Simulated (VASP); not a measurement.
Wanted: the native input for a VASP 6.6.1 run.

| Item | Value |
| --- | --- |
| Task | single point |
| Functional | PBE |
| Potentials or basis | VASP PAW PBE potentials, release 64 (Zr_sv, S) |
| Cutoff | 500 eV |
| k mesh | 8 × 8 × 2 |
| Occupations | gaussian, width 0.05 eV |
| Spin | no spin polarisation |
| Dipole correction | no |
| Further INCAR settings | ALGO = Normal; EDIFF = 1e-06; NBANDS = 33 |

The structure of ZrS2 lies in POSCAR:

```
ZrS2
1.0
   -1.8426887610     -3.1916305566      0.0000000000
    1.8426887610     -3.1916305566      0.0000000000
    0.0000000000      0.0000000000     19.5189528326
Zr S
2 4
Direct
    0.0000000000      0.0000000000      0.5194548453
    0.0000000000      0.0000000000      0.1731516151
    0.6666666667      0.6666666667      0.5936507558
    0.6666666667      0.6666666667      0.2473475256
    0.3333333333      0.3333333333      0.0989557046
    0.3333333333      0.3333333333      0.4452589348
```

This cell differs from its parent crystal: the distance across one plane changed.

One way to write it, as run:

INCAR

```
SYSTEM = ZrS2
PREC = Accurate ; ENCUT = 500
EDIFF = 1E-6 ; ISMEAR = 0
SIGMA = 0.05 ; LREAL = .FALSE.
LASPH = .TRUE. ; NELM = 120
ALGO = Normal ; ISIF = 2
LWAVE = .FALSE. ; LCHARG = .TRUE.
GGA = PE ; LELF = .TRUE.
LVHAR = .TRUE. ; NBANDS = 33
GGA_COMPAT = .FALSE.
```

KPOINTS

```
Automatic mesh
0
G
  8 8 2
  0 0 0
```

Potentials or basis: VASP PAW PBE potentials, release 64 (Zr_sv, S).

Launch:

```sh
$ cat potpaw_PBE.64/Zr_sv/POTCAR potpaw_PBE.64/S/POTCAR > POTCAR
$ mpirun -np 1 vasp_std > vasp.out
```

Results of the run:

```json
{
  "Largest force": "0.006 eV/Å",
  "Band gap on the k mesh": "1.17 eV (least direct gap 1.69 eV)"
}
```

Caveat: the cell differs from its parent crystal (the distance across one plane changed); there is no dipole correction, which matters where the two faces differ.

Run time: 4.4 min on 1 thread of Intel Xeon 8259CL, with other jobs on the host, peak memory 0.38 GiB.
